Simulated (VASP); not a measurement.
# C (P6_3/mmc) in VASP: notebook

C is run at these levels: PBEsol, PBE+D4; tasks: single point, relaxation of cell and atoms.

Everything below comes from runs of VASP 6.6.1. Logs are shortened: lines on timing, memory, paths and dates and some standing lists are left out, and cuts for length are marked.

### Step 1. The cell of the first run

The structure is hexagonal, space group P6_3/mmc (No. 194). The conventional cell has a = 2.522 Å, b = 2.522 Å, c = 12.356 Å, α = 90.00°, β = 90.00°, γ = 120.00°. C (site symmetry 3m) has 4 C at 1.54 Å within 2.1 Å. C (site symmetry 3m) has 4 C at 1.54 Å within 2.1 Å. C (site symmetry 3m) has 4 C at 1.54 Å within 2.1 Å.

### Step 2. Single point, PBEsol

Input file INCAR:

```
PREC = Accurate
ENCUT = 1300
EDIFF = 1E-6
ISMEAR = -1
SIGMA = 0.05
LREAL = False
LASPH = True
NELM = 120
ALGO = Normal
ISIF = 2
LWAVE = False
LCHARG = False
GGA = PS
NBANDS = 36
GGA_COMPAT = False
```

Input file KPOINTS:

```
regular mesh
0
Gamma
  12 12 3
```

Input file POSCAR:

```
C
1.0
    2.5221000000      0.0000000000      0.0000000000
   -1.2610500000      2.1842026709      0.0000000000
    0.0000000000      0.0000000000     12.3557000000
C
12
Direct
    0.6666666667      0.3333333333      0.3541700000
    0.3333333333      0.6666666667      0.8541700000
    0.6666666667      0.3333333333      0.1458300000
    0.3333333333      0.6666666667      0.6458300000
    0.6666666667      0.3333333333      0.4791700000
    0.3333333333      0.6666666667      0.9791700000
    0.6666666667      0.3333333333      0.0208300000
    0.3333333333      0.6666666667      0.5208300000
    0.0000000000      0.0000000000      0.8125000000
    0.0000000000      0.0000000000      0.3125000000
    0.0000000000      0.0000000000      0.6875000000
    0.0000000000      0.0000000000      0.1875000000
```

Potentials or basis: VASP PAW PBE potentials, release 64 (C_h).

Started as:

```sh
$ cat potpaw_PBE.64/C_h/POTCAR > POTCAR
$ mpirun -np 1 vasp_std > vasp.out
```

OUTCAR:

```text
PREC = Accurate
   ENCUT = 1300
   EDIFF = 1E-6
   ISMEAR = -1
   LREAL = False
   LASPH = True
   NELM = 120
   ISIF = 2
   GGA = PS

 ion  position               nearest neighbor table
   1  0.667  0.333  0.354-
   2  0.333  0.667  0.854-
   3  0.667  0.333  0.146-
   4  0.333  0.667  0.646-
   5  0.667  0.333  0.479-
   6  0.333  0.667  0.979-
   7  0.667  0.333  0.021-
   8  0.333  0.667  0.521-
   9  0.000  0.000  0.812-
  10  0.000  0.000  0.312-
  11  0.000  0.000  0.688-
  12  0.000  0.000  0.188-

  LATTYP: Found a hexagonal cell.
 ALAT       =     2.5221000000
 C/A-ratio  =     4.8989730780

  Lattice vectors:

 A1 = (   2.5221000000,   0.0000000000,   0.0000000000)
 A2 = (  -1.2610500000,   2.1842026709,   0.0000000000)
 A3 = (   0.0000000000,   0.0000000000,  12.3557000000)

Analysis of symmetry for initial positions (statically):
=====================================================================
 Subroutine PRICEL returns:
 Original cell was already a primitive cell.

 Routine SETGRP: Setting up the symmetry group for a
 hexagonal supercell.

 Subroutine GETGRP returns: Found 24 space group operations
 (whereof 12 operations were pure point group operations)
 out of a pool of 24 trial point group operations.

The static configuration has the point symmetry D_3d.
 The point group associated with its full space group is D_6h.

Analysis of symmetry for dynamics (positions and initial velocities):
=====================================================================
 Subroutine PRICEL returns:
 Original cell was already a primitive cell.

 Routine SETGRP: Setting up the symmetry group for a
 hexagonal supercell.

 Subroutine GETGRP returns: Found 24 space group operations
 (whereof 12 operations were pure point group operations)
 out of a pool of 24 trial point group operations.

The dynamic configuration has the point symmetry D_3d.
 The point group associated with its full space group is D_6h.

 Subroutine INISYM returns: Found 24 space group operations
 (whereof 12 operations are pure point group operations),
 and found     1 'primitive' translations

----------------------------------------------------------------------------------------

                                     Primitive cell

  volume of cell :      68.0648

  direct lattice vectors                    reciprocal lattice vectors
     2.522100000  0.000000000  0.000000000     0.396494984  0.228916486  0.000000000
    -1.261050000  2.184202671  0.000000000     0.000000000  0.457832972  0.000000000
     0.000000000  0.000000000 12.355700000     0.000000000  0.000000000  0.080934306

  length of vectors
     2.522100000  2.522100000 12.355700000     0.457832972  0.457832972  0.080934306

  position of ions in fractional coordinates (direct lattice)
     0.666666667  0.333333333  0.354170000
     0.333333333  0.666666667  0.854170000
     0.666666667  0.333333333  0.145830000
     0.333333333  0.666666667  0.645830000
     0.666666667  0.333333333  0.479170000
     0.333333333  0.666666667  0.979170000
     0.666666667  0.333333333  0.020830000
     0.333333333  0.666666667  0.520830000
     0.000000000  0.000000000  0.812500000
     0.000000000  0.000000000  0.312500000
     0.000000000  0.000000000  0.687500000
     0.000000000  0.000000000  0.187500000

  ion indices of the primitive-cell ions
   primitive index   ion index
                 1           1
                 2           2
                 3           3
                 4           4
                 5           5
                 6           6
                 7           7
                 8           8
                 9           9
                10          10
                11          11
                12          12

----------------------------------------------------------------------------------------

 KPOINTS: regular mesh

Automatic generation of k-mesh.
 Grid dimensions read from file:
 generate k-points for:   12   12    3

 Generating k-lattice:

  Cartesian coordinates                     Fractional coordinates (reciprocal lattice)
     0.033041249  0.019076374  0.000000000     0.083333333  0.000000000  0.000000000
     0.000000000  0.038152748  0.000000000     0.000000000  0.083333333  0.000000000
     0.000000000  0.000000000  0.026978102     0.000000000  0.000000000  0.333333333

  Length of vectors
     0.038152748  0.038152748  0.026978102

  Shift w.r.t. Gamma in fractional coordinates (k-lattice)
     0.000000000  0.000000000  0.000000000

 Subroutine IBZKPT returns following result:
 ===========================================

 Found     38 irreducible k-points:

 Following reciprocal coordinates:
            Coordinates               Weight
  0.000000  0.000000  0.000000      1.000000
  0.083333  0.000000  0.000000      6.000000
  0.166667  0.000000  0.000000      6.000000
  0.250000  0.000000  0.000000      6.000000
  0.333333  0.000000  0.000000      6.000000
  0.416667  0.000000  0.000000      6.000000
[... 16 lines left out ...]
  0.250000  0.000000  0.333333     12.000000
  0.333333  0.000000  0.333333     12.000000
 [... further k-points ...]
   k-points           NKPTS =     38   k-points in BZ     NKDIM =     38   number of bands    NBANDS=     36
   number of dos      NEDOS =    301   number of ions     NIONS =     12
   total plane-waves  NPLWV = 135000
   dimension x,y,z NGX =    30 NGY =   30 NGZ =  150
   dimension x,y,z NGXF=    60 NGYF=   60 NGZF=  300
   ions per type =              12
   NGX,Y,Z   is equivalent  to a cutoff of  19.77, 19.77, 20.18 a.u.
   NGXF,Y,Z  is equivalent  to a cutoff of  39.55, 39.55, 40.36 a.u.
 SYSTEM =  unknown system
   PREC   = accura    normal or accurate (medium, high low for compatibility)
   ISTART =      0    job   : 0-new  1-cont  2-samecut
   ICHARG =      2    charge: 1-file 2-atom 10-const
   ISPIN  =      1    spin polarized calculation?
   LNONCOLLINEAR =      F non collinear calculations
   LSORBIT =      F    spin-orbit coupling
   LASPH  =      T    aspherical Exc in radial PAW
   ENCUT  = 1300.0 eV  95.55 Ry    9.77 a.u.   7.41  7.41 36.32*2*pi/ulx,y,z
   NELM   =    120;   NELMIN=  2; NELMDL= -5     # of ELM steps
   EDIFF  = 0.1E-05   stopping-criterion for ELM
   LREAL  =      F    real-space projection
   EDIFFG = 0.1E-04   stopping-criterion for IOM
   NSW    =      0    number of steps for IOM
   IBRION =     -1    ionic relax: 0-MD 1-quasi-New 2-CG
   NFREE  =      0    steps in history (QN), initial steepest desc. (CG)
   ISIF   =      2    stress and relaxation
   ISYM   =      2    0-nonsym 1-usesym 2-fastsym
   POTIM  = 0.5000    time-step for ionic-motion
   TEBEG  =    0.0;   TEEND  =   0.0 temperature during run
   PSTRESS=    0.0 pullay stress
   NELECT =      48.0000    total number of electrons
   NUPDOWN=      -1.0000    fix difference up-down
   EMIN   =  10.00;   EMAX   =-10.00  energy-range for DOS
   EFERMI =   0.00;   METHOD = LEGACY
   ISMEAR =    -1;   SIGMA  =   0.05  broadening in eV -4-tet -1-fermi 0-gaus
   EFERMI_NEDOS =   21; number of points for ismear=-14 and -15
   IALGO  =     38    algorithm
   IMIX   =      4    mixing-type and parameters
     AMIX     =   0.40;   BMIX     =  1.00
     AMIX_MAG =   1.60;   BMIX_MAG =  1.00
  volume/ion in A,a.u.               =       5.67        38.28
  Fermi-wavevector in a.u.,A,eV,Ry     =   1.457184  2.753678 28.890408  2.123385
  Thomas-Fermi vector in A             =   2.574015
   LORBIT       =      0    0 simple, 1 ext, 2 COOP (PROOUT), +10 PAW based schemes
   GGA     = PS    functional components
   LHFCALC =     F    Hartree Fock is set to
   AEXX    =    0.0000 exact exchange contribution
   IVDW    =     0    specifies the selected vdW correction
   LEPSILON=     F    determine dielectric tensor
   LRPA    =     F    only Hartree local field effects (RPA)
 non-spin polarized calculation
  energy-cutoff  :     1300.00
  volume of cell :       68.06
 maximum number of plane-waves:      7303
 NGX is ok and might be reduce to    30
   NGX = 15   NGY = 15   NGZ = 73

 number of electron      47.9999999 magnetization

 Free energy of the ion-electron system (eV)
  ---------------------------------------------------
  ext. energy  EPLUGINS =         0.00000000
  ---------------------------------------------------
  free energy    TOTEN  =      -115.57169853 eV

  energy without entropy =     -115.57169853  energy(sigma->0) =     -115.57169853

 E-fermi :  11.9458     XC(G=0): -13.5710

 val. band max:       11.0122124788   @ k =   0.0000   0.0000   0.0000
 cond. band min:      15.2738109634   @ k =   0.4167   0.0000   0.0000
 fundamental gap:      4.2615984846
 Fermi energy:        11.9457571548

 k-point     1 :       0.0000    0.0000    0.0000
  band No.  band energies     occupation
      1     -10.6099      2.00000
      2      -9.8626      2.00000
      3      -9.8171      2.00000
      4      -7.5886      2.00000
      5      -7.5659      2.00000
      6      -4.7559      2.00000
[... 28 lines left out ...]
     35      18.8752      0.00000
     36      18.9129      0.00000

 k-point     2 :       0.0833    0.0000    0.0000
  band No.  band energies     occupation
      1     -10.4387      2.00000
      2      -9.6929      2.00000
      3      -9.6468      2.00000
      4      -7.4237      2.00000
      5      -7.4004      2.00000
      6      -4.6040      2.00000
[... 28 lines left out ...]
     35      19.4083      0.00000
     36      19.4848      0.00000

 k-point     3 :       0.1667    0.0000    0.0000
  band No.  band energies     occupation
      1      -9.9271      2.00000
      2      -9.1858      2.00000
      3      -9.1380      2.00000
      4      -6.9316      2.00000
      5      -6.9061      2.00000
      6      -4.1507      2.00000
[... 28 lines left out ...]
     35      19.6998      0.00000
     36      20.8498      0.00000

 k-point     4 :       0.2500    0.0000    0.0000
  band No.  band energies     occupation
      1      -9.0812      2.00000
      2      -8.3487      2.00000
      3      -8.2971      2.00000
      4      -6.1228      2.00000
      5      -6.0921      2.00000
      6      -3.4049      2.00000
[... 28 lines left out ...]
     35      20.2737      0.00000
     36      21.6343      0.00000

 k-point     5 :       0.3333    0.0000    0.0000
  band No.  band energies     occupation
      1      -7.9155      2.00000
      2      -7.2000      2.00000
      3      -7.1390      2.00000
      4      -5.0288      2.00000
      5      -4.9830      2.00000
      6      -2.4009      2.00000
[... 655 lines left out ...]
 k-point    22 :       0.1667    0.0000    0.3333
  band No.  band energies     occupation
      1      -9.8419      2.00000
      2      -9.5867      2.00000
      3      -8.5714      2.00000
      4      -7.8208      2.00000
      5      -5.8884      2.00000
      6      -4.8088      2.00000
[... 28 lines left out ...]
     35      19.8238      0.00000
     36      20.5551      0.00000

 k-point    23 :       0.2500    0.0000    0.3333
  band No.  band energies     occupation
      1      -8.9967      2.00000
      2      -8.7438      2.00000
      3      -7.7383      2.00000
      4      -6.9967      2.00000
      5      -5.0950      2.00000
      6      -4.0408      2.00000
[... 28 lines left out ...]
     35      20.7047      0.00000
     36      20.9295      0.00000

 k-point    24 :       0.3333    0.0000    0.3333
  band No.  band energies     occupation
      1      -7.8323      2.00000
      2      -7.5835      2.00000
      3      -6.5959      2.00000
      4      -5.8711      2.00000
      5      -4.0277      2.00000
      6      -3.0165      2.00000
[... 28 lines left out ...]
     35      20.0240      0.00000
     36      20.7738      0.00000

 [... further k-points ...]

------------------------ aborting loop because EDIFF is reached ----------------------------------------

  FORCE on cell =-STRESS in cart. coord.  units (eV):
  Direction    XX          YY          ZZ          XY          YZ          ZX
  --------------------------------------------------------------------------------------
  -------------------------------------------------------------------------------------
  Total       -3.0371219     -3.0371219      0.4792988      0.0000000      0.0000000      0.0000000
  in kB      -71.4908095    -71.4908095     11.2822139      0.0000000      0.0000000      0.0000000
  external PRESSURE =     -43.8998017 kB  Pullay stress =       0.0000000 kB

 VOLUME and BASIS-vectors are now :
 -----------------------------------------------------------------------------
  energy-cutoff  :     1300.00
  volume of cell :       68.06
      direct lattice vectors                 reciprocal lattice vectors
     2.522100000  0.000000000  0.000000000     0.396494984  0.228916486  0.000000000
    -1.261050000  2.184202671  0.000000000     0.000000000  0.457832972  0.000000000
     0.000000000  0.000000000 12.355700000     0.000000000  0.000000000  0.080934306

 POSITION                                       TOTAL-FORCE (eV/Angst)
 -----------------------------------------------------------------------------------
      1.26105      0.72807      4.37602        -0.000000      0.000000      0.310521
     -0.00000      1.45614     10.55387         0.000000      0.000000      0.310521
      1.26105      0.72807      1.80183        -0.000000      0.000000     -0.310521
     -0.00000      1.45614      7.97968         0.000000     -0.000000     -0.310521
      1.26105      0.72807      5.92048         0.000000     -0.000000     -0.027098
     -0.00000      1.45614     12.09833         0.000000      0.000000     -0.027098
      1.26105      0.72807      0.25737         0.000000     -0.000000      0.027098
     -0.00000      1.45614      6.43522        -0.000000      0.000000      0.027098
      0.00000      0.00000     10.03901         0.000000      0.000000      0.339273
      0.00000      0.00000      3.86116        -0.000000     -0.000000      0.339273
      0.00000      0.00000      8.49454         0.000000      0.000000     -0.339273
      0.00000      0.00000      2.31669        -0.000000     -0.000000     -0.339273
 -----------------------------------------------------------------------------------
    total drift:                               -0.000000      0.000000      0.000000

  FREE ENERGIE OF THE ION-ELECTRON SYSTEM (eV)
  ---------------------------------------------------
  free  energy   TOTEN  =      -115.5716985292 eV

  energy  without entropy=     -115.5716985291  energy(sigma->0) =     -115.57169853
```

Run time: 3.9 min. Hardware: 1 thread of Intel Xeon Platinum 8375C at 2.90GHz (Ice Lake), shared host; peak memory 0.49 GiB.

Results:

```yaml
Free_energy: -115.5717 eV
Pressure: -4.4 GPa
Largest_force: 0.339 eV/Å
Band_gap_on_the_k_mesh: 4.26 eV (least direct gap 5.25 eV)
```

Forces in eV/Å, atoms in the order of the input:
```
C    0.000  0.000  0.311
C    0.000  0.000  0.311
C    0.000  0.000 -0.311
C    0.000  0.000 -0.311
C    0.000  0.000 -0.027
C    0.000  0.000 -0.027
C    0.000  0.000  0.027
C    0.000  0.000  0.027
C    0.000  0.000  0.339
C    0.000  0.000  0.339
C    0.000  0.000 -0.339
C    0.000  0.000 -0.339
```

Levels at points of the mesh, in eV from the valence-band top:
```csv
k point,band 20,band 21,band 22,band 23,band 24,band 25,band 26,band 27,band 28,band 29
"(0.00, 0.00, 0.00)",-0.99,-0.99,-0.15,0.00,0.00,5.25,5.25,5.62,6.32,6.32
"(0.50, 0.00, 0.00)",-4.33,-4.08,-4.08,-3.66,-2.90,4.38,4.96,5.11,5.47,6.71
```

Caveat: the stress differs along the axes, from -7 to 1 GPa; the PAW data sets were made with another functional, which shifts forces and pressure a little. A k mesh can miss the band edges.

[end of part 1 of 2]
